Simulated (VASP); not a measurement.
The system is Tc.

```xyz
1
Lattice="2.7577 0.0000 0.0000 1.3789 2.3883 0.0000 1.3789 0.7961 2.2517" Properties=species:S:1:pos:R:3 pbc="T T T"
Tc    0.0000    0.0000    0.0000
```

- Program: VASP 6.6.1
- Task: relaxation of cell and atoms
- Functional: LDA
- Potentials or basis: VASP PAW LDA potentials, release 64 (Tc_pv)
- Cutoff: 600 eV
- k mesh: 10 × 10 × 10
- Occupations: methfessel-paxton, width 0.05 eV
- Spin: no spin polarisation

At the start: pressure -19.5 GPa; volume 14.83 Å³/atom.

Problem. Where does the relaxation end?

Solution. Over 5 steps the energy falls by 62.6 meV/atom and the volume is 13.86 Å³/atom (-6.5 %); space group Fm-3m (No. 225, to 0.05 Å).

Step by step:
| step | energy change (eV) | largest force (eV/Å) | pressure (GPa) | volume (Å³) |
| --- | --- | --- | --- | --- |
| 1 | 0.0000 | 0.0000 | -19.53 | 14.83 |
| 2 | 0.6539 | 0.0000 | 105.74 | 11.28 |
| 3 | -0.0621 | 0.0000 | -1.98 | 13.95 |
| 4 | -0.0626 | 0.0000 | -0.44 | 13.88 |
| 5 | -0.0626 | 0.0000 | 0.02 | 13.86 |

Final structure:
```xyz
1
Lattice="2.6965 0.0000 0.0000 1.3482 2.3352 0.0000 1.3482 0.7784 2.2017" Properties=species:S:1:pos:R:3 pbc="T T T"
Tc    0.0000    0.0000    0.0000
```
